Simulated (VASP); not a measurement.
# SnTe (F-43m) in VASP: further runs, part 2 of 2

VASP 6.6.1. Earlier steps stand in the parts before.

## Step 3: Relaxation of cell and atoms, PBE

INCAR

```
SYSTEM = SnTe
ALGO = Normal
EDIFF = 1E-6
EDIFFG = -0.02
ENCUT = 600
GGA = PE
IBRION = 2
ISIF = 3
ISMEAR = 0
LASPH = .TRUE.
LCHARG = .FALSE.
LREAL = .FALSE.
LWAVE = .FALSE.
NELM = 60
NSW = 80
PREC = Accurate
SIGMA = 0.02
```

KPOINTS

```
k-points
0
G
  6 6 6
  0 0 0
```

POSCAR

```
SnTe
1.0
    0.0000000000      3.6100000000      3.6100000000
    3.6100000000      0.0000000000      3.6100000000
    3.6100000000      3.6100000000      0.0000000000
Sn Te
1 1
Direct
    0.0000000000      0.0000000000      0.0000000000
    0.2500000000      0.2500000000      0.2500000000
```

Potentials or basis: VASP PAW PBE potentials, release 64 (Sn_d, Te).

The run is started by

```console
$ cat potpaw_PBE.64/Sn_d/POTCAR potpaw_PBE.64/Te/POTCAR > POTCAR
$ mpirun -np 1 vasp_std > vasp.out
```

OUTCAR:

```text
SYSTEM = SnTe
   EDIFF = 1E-6
   EDIFFG = -0.02
   ENCUT = 600
   GGA = PE
   IBRION = 2
   ISIF = 3
   ISMEAR = 0
   LASPH = .TRUE.
   LREAL = .FALSE.
   NELM = 60
   NSW = 80
   PREC = Accurate

 ion  position               nearest neighbor table
   1  0.000  0.000  0.000-   2 3.13   2 3.13   2 3.13   2 3.13
   2  0.250  0.250  0.250-   1 3.13   1 3.13   1 3.13   1 3.13

  LATTYP: Found a face centered cubic cell.
 ALAT       =     7.2200000000

  Lattice vectors:

 A1 = (   0.0000000000,   3.6100000000,   3.6100000000)
 A2 = (   3.6100000000,   0.0000000000,   3.6100000000)
 A3 = (   3.6100000000,   3.6100000000,   0.0000000000)

Analysis of symmetry for initial positions (statically):
=====================================================================
 Subroutine PRICEL returns:
 Original cell was already a primitive cell.

 Routine SETGRP: Setting up the symmetry group for a
 face centered cubic supercell.

 Subroutine GETGRP returns: Found 24 space group operations
 (whereof 24 operations were pure point group operations)
 out of a pool of 48 trial point group operations.

The static configuration has the point symmetry T_d .

Analysis of symmetry for dynamics (positions and initial velocities):
=====================================================================
 Subroutine PRICEL returns:
 Original cell was already a primitive cell.

 Routine SETGRP: Setting up the symmetry group for a
 face centered cubic supercell.

 Subroutine GETGRP returns: Found 24 space group operations
 (whereof 24 operations were pure point group operations)
 out of a pool of 48 trial point group operations.

The dynamic configuration has the point symmetry T_d .

 Subroutine INISYM returns: Found 24 space group operations
 (whereof 24 operations are pure point group operations),
 and found     1 'primitive' translations

----------------------------------------------------------------------------------------

                                     Primitive cell

  volume of cell :      94.0918

  direct lattice vectors                    reciprocal lattice vectors
     0.000000000  3.610000000  3.610000000    -0.138504155  0.138504155  0.138504155
     3.610000000  0.000000000  3.610000000     0.138504155 -0.138504155  0.138504155
     3.610000000  3.610000000  0.000000000     0.138504155  0.138504155 -0.138504155

  length of vectors
     5.105310960  5.105310960  5.105310960     0.239896234  0.239896234  0.239896234

  position of ions in fractional coordinates (direct lattice)
     0.000000000  0.000000000  0.000000000
     0.250000000  0.250000000  0.250000000

  ion indices of the primitive-cell ions
   primitive index   ion index
                 1           1
                 2           2

----------------------------------------------------------------------------------------

 KPOINTS: k-points

Automatic generation of k-mesh.
 Grid dimensions read from file:
 generate k-points for:    6    6    6

 Generating k-lattice:

  Cartesian coordinates                     Fractional coordinates (reciprocal lattice)
[... 32 lines left out ...]
 -0.333333  0.500000  0.166667     12.000000
   k-points           NKPTS =     16   k-points in BZ     NKDIM =     16   number of bands    NBANDS=     14
   number of dos      NEDOS =    301   number of ions     NIONS =      2
   total plane-waves  NPLWV =  74088
   dimension x,y,z NGX =    42 NGY =   42 NGZ =   42
   dimension x,y,z NGXF=    84 NGYF=   84 NGZF=   84
   ions per type =               1   1
   NGX,Y,Z   is equivalent  to a cutoff of  13.68, 13.68, 13.68 a.u.
   NGXF,Y,Z  is equivalent  to a cutoff of  27.35, 27.35, 27.35 a.u.
 SYSTEM =  SnTe
   PREC   = accura    normal or accurate (medium, high low for compatibility)
   ISTART =      0    job   : 0-new  1-cont  2-samecut
   ICHARG =      2    charge: 1-file 2-atom 10-const
   ISPIN  =      1    spin polarized calculation?
   LNONCOLLINEAR =      F non collinear calculations
   LSORBIT =      F    spin-orbit coupling
   LASPH  =      T    aspherical Exc in radial PAW
   ENCUT  =  600.0 eV  44.10 Ry    6.64 a.u.  10.20 10.20 10.20*2*pi/ulx,y,z
   NELM   =     60;   NELMIN=  2; NELMDL= -5     # of ELM steps
   EDIFF  = 0.1E-05   stopping-criterion for ELM
   LREAL  =      F    real-space projection
   EDIFFG = -.2E-01   stopping-criterion for IOM
   NSW    =     80    number of steps for IOM
   IBRION =      2    ionic relax: 0-MD 1-quasi-New 2-CG
   NFREE  =      1    steps in history (QN), initial steepest desc. (CG)
   ISIF   =      3    stress and relaxation
   ISYM   =      2    0-nonsym 1-usesym 2-fastsym
   POTIM  = 0.5000    time-step for ionic-motion
   TEBEG  =    0.0;   TEEND  =   0.0 temperature during run
   PSTRESS=    0.0 pullay stress
   NELECT =      20.0000    total number of electrons
   NUPDOWN=      -1.0000    fix difference up-down
   EMIN   =  10.00;   EMAX   =-10.00  energy-range for DOS
   EFERMI =   0.00;   METHOD = LEGACY
   ISMEAR =     0;   SIGMA  =   0.02  broadening in eV -4-tet -1-fermi 0-gaus
   EFERMI_NEDOS =   21; number of points for ismear=-14 and -15
   IALGO  =     38    algorithm
   IMIX   =      4    mixing-type and parameters
     AMIX     =   0.40;   BMIX     =  1.00
     AMIX_MAG =   1.60;   BMIX_MAG =  1.00
  volume/ion in A,a.u.               =      47.05       317.48
  Fermi-wavevector in a.u.,A,eV,Ry     =   0.977014  1.846289 12.987538  0.954557
  Thomas-Fermi vector in A             =   2.107679
   LORBIT       =      0    0 simple, 1 ext, 2 COOP (PROOUT), +10 PAW based schemes
   GGA     = PE    functional components
   LHFCALC =     F    Hartree Fock is set to
   AEXX    =    0.0000 exact exchange contribution
   IVDW    =     0    specifies the selected vdW correction
   LEPSILON=     F    determine dielectric tensor
   LRPA    =     F    only Hartree local field effects (RPA)
 conjugate gradient relaxation of ions
 non-spin polarized calculation
 Gauss-broadening in eV      SIGMA  =   0.02
  energy-cutoff  :      600.00
  volume of cell :       94.09
 maximum number of plane-waves:      3158
 NGX is ok and might be reduce to    42
   NGX = 21   NGY = 21   NGZ = 21

 number of electron      20.0000000 magnetization

 Free energy of the ion-electron system (eV)
  ---------------------------------------------------
  ext. energy  EPLUGINS =         0.00000000
  ---------------------------------------------------
  free energy    TOTEN  =        -7.06432737 eV

  energy without entropy =       -7.06432737  energy(sigma->0) =       -7.06432737

 E-fermi :   3.1451     XC(G=0):  -7.4474

 val. band max:        3.0307194015   @ k =  -0.3333   0.5000   0.1667
 cond. band min:       3.3070757249   @ k =   0.5000   0.5000   0.0000
 fundamental gap:      0.2763563234
 Fermi energy:         3.1450908210

 k-point     1 :       0.0000    0.0000    0.0000
  band No.  band energies     occupation
      1     -18.6202      2.00000
      2     -18.6202      2.00000
      3     -18.6202      2.00000
      4     -18.6115      2.00000
      5     -18.6115      2.00000
      6      -8.3419      2.00000
      7      -1.9938      2.00000
      8       1.2543      2.00000
      9       1.2543      2.00000
     10       1.2543      2.00000
     11       4.1950      0.00000
     12       4.1950      0.00000
     13       4.1950      0.00000
     14       7.3141      0.00000
[... 241 lines left out ...]
      1     -18.6228      2.00000
      2     -18.6182      2.00000
      3     -18.6174      2.00000
      4     -18.6120      2.00000
      5     -18.6110      2.00000
      6      -7.5785      2.00000
      7      -4.1649      2.00000
      8      -0.1375      2.00000
      9      -0.0671      2.00000
     10       3.0307      2.00000
     11       4.0542      0.00000
     12       6.0040      0.00000
     13       6.5179      0.00000
     14       8.5202      0.00000

------------------------ aborting loop because EDIFF is reached ----------------------------------------

  FORCE on cell =-STRESS in cart. coord.  units (eV):
  Direction    XX          YY          ZZ          XY          YZ          ZX
  --------------------------------------------------------------------------------------
  -------------------------------------------------------------------------------------
  Total       -0.0050279     -0.0050279     -0.0050279      0.0000000     -0.0000000      0.0000000
  in kB       -0.0856148     -0.0856148     -0.0856148      0.0000000     -0.0000000      0.0000000
  external PRESSURE =      -0.0856148 kB  Pullay stress =       0.0000000 kB

 VOLUME and BASIS-vectors are now :
 -----------------------------------------------------------------------------
  energy-cutoff  :      600.00
  volume of cell :       94.09
      direct lattice vectors                 reciprocal lattice vectors
     0.000000000  3.610000000  3.610000000    -0.138504155  0.138504155  0.138504155
     3.610000000  0.000000000  3.610000000     0.138504155 -0.138504155  0.138504155
     3.610000000  3.610000000  0.000000000     0.138504155  0.138504155 -0.138504155

 POSITION                                       TOTAL-FORCE (eV/Angst)
 -----------------------------------------------------------------------------------
      0.00000      0.00000      0.00000         0.000000     -0.000000      0.000000
      1.80500      1.80500      1.80500        -0.000000      0.000000     -0.000000
 -----------------------------------------------------------------------------------
    total drift:                               -0.000000     -0.000000     -0.000000

  FREE ENERGIE OF THE ION-ELECTRON SYSTEM (eV)
  ---------------------------------------------------
  free  energy   TOTEN  =        -7.0643273691 eV

  energy  without entropy=       -7.0643273691  energy(sigma->0) =       -7.06432737

 reached required accuracy - stopping structural energy minimisation
```

CONTCAR:

```text
SnTe
   1.00000000000000
     0.0000000000000000    3.6099999999999999    3.6099999999999999
     3.6099999999999999    0.0000000000000000    3.6099999999999999
     3.6099999999999999    3.6099999999999999    0.0000000000000000
  Sn              Te
     1     1
Direct
     0.0000000000000000    0.0000000000000000    0.0000000000000000
     0.2500000000000000    0.2500000000000000    0.2500000000000000

  0.00000000E+00  0.00000000E+00  0.00000000E+00
  0.00000000E+00  0.00000000E+00  0.00000000E+00
```

Wall time 14 s (1 thread of Intel Xeon 6975P-C (Granite Rapids), shared host); peak memory 0.26 GiB.

What came out:

| Quantity | Value |
| --- | --- |
| Free energy | -7.0643 eV |
| Pressure after relaxing | 0.0 GPa |
| Band gap on the k mesh | 0.28 eV, indirect (least direct gap 0.79 eV) |

Final structure:
```
Sn Te
1.0
     0.00000    3.61000    3.61000
     3.61000    0.00000    3.61000
     3.61000    3.61000    0.00000
Sn Te
1 1
Direct
  0.00000 0.00000 0.00000
  0.25000 0.25000 0.25000
```

Caveat: the relaxation stopped at its first step, so nothing moved; spin-orbit coupling is left out, which moves the levels of the heavy elements.
